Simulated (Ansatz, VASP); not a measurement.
# One calculation of B3F2, two programs

File INCAR:

```
SYSTEM = B3F2
PREC = Accurate
ENCUT = 520
EDIFF = 1E-6
ISMEAR = 0
SIGMA = 0.1
LREAL = .FALSE.
LASPH = .TRUE.
NELM = 100
ALGO = Fast
ISIF = 2
LWAVE = .FALSE.
LCHARG = .TRUE.
GGA = PE
LELF = .TRUE.
LVHAR = .TRUE.
NBANDS = 34
```

KPOINTS

```
regular mesh
0
G
  6 4 4
  0 0 0
```

Contents of POSCAR:

```
B3F2
1.0
    3.2939083960      0.0000000000      0.0000000000
   -0.1953464728      4.5046360586      0.0000000000
    0.0000312033     -0.1521668753      6.7563348839
B F
6 4
Direct
    0.0089958375      0.1563097993      0.7514891499
    0.0128588348      0.2222318333      0.2522480163
    0.5027475453      0.1974992007      0.5832607552
    0.5037760247      0.1972710855      0.9168365928
    0.0084387486      0.3152984121      0.5022469020
    0.0094053034      0.3169803163      0.0053259018
    0.9853355481      0.8468437461      0.7464448305
    0.9895573335      0.9242806212      0.2476020605
    0.4895885306      0.9087445990      0.9899637985
    0.4892962937      0.9075543271      0.5045819923
```

Input for Ansatz:

```yaml
crystal:
  lattice:
    - [3.293908396, 0.0, 0.0]
    - [-0.1953464728, 4.5046360586, 0.0]
    - [3.12033e-05, -0.1521668753, 6.7563348839]
  atoms:
    - { symbol: B, position: [0.0089958375, 0.1563097993, 0.7514891499] }
    - { symbol: B, position: [0.0128588348, 0.2222318333, 0.2522480163] }
    - { symbol: B, position: [0.5027475453, 0.1974992007, 0.5832607552] }
    - { symbol: B, position: [0.5037760247, 0.1972710855, 0.9168365928] }
    - { symbol: B, position: [0.0084387486, 0.3152984121, 0.502246902] }
    - { symbol: B, position: [0.0094053034, 0.3169803163, 0.0053259018] }
    - { symbol: F, position: [0.9853355481, 0.8468437461, 0.7464448305] }
    - { symbol: F, position: [0.9895573335, 0.9242806212, 0.2476020605] }
    - { symbol: F, position: [0.4895885306, 0.908744599, 0.9899637985] }
    - { symbol: F, position: [0.4892962937, 0.9075543271, 0.5045819923] }
basis:
  ecutwfc: 420
kpoints:
  mp_grid: { grid: [6, 4, 4] }
hamiltonian:
  xc: pbe
scf:
  occupations: { method: gaussian, width: 0.1 }
  lower_state_search: "off"
output:
  forces: true
  stress: true
  eigenvalues: true
```

Change from the starting cell: the structure that the rattled cell fell into.

Alike in both runs: task single point; functional PBE; k mesh 6 × 4 × 4; occupations gaussian, width 0.1 eV; no spin polarisation.

|  | VASP | Ansatz |
| --- | --- | --- |
| version | VASP 6.6.1 | Ansatz 0.2.0 |
| potentials or method | VASP PAW PBE potentials, release 64 (B, F), cutoff 520 eV | scalar-relativistic, plane waves, PAW |
| valence electrons in the cell | 46 | 46 |

|  | VASP | Ansatz | Ansatz less VASP |
| --- | --- | --- | --- |
| gap on the k mesh at the Fermi level (eV) | none | none | - |
| pressure (GPa) | 0.2 | -0.2 | -0.40 |
| traceless stress, the component that is largest in VASP (GPa) | -1.19 | -0.51 | +0.675 |
| rms of the force components (eV/Å) | 0.137 | 0.062 | -0.0746 |

Atom by atom the forces differ by 0.129 eV/Å (rms over components). A gap of «none» marks a metal or a gap that the smearing closes.
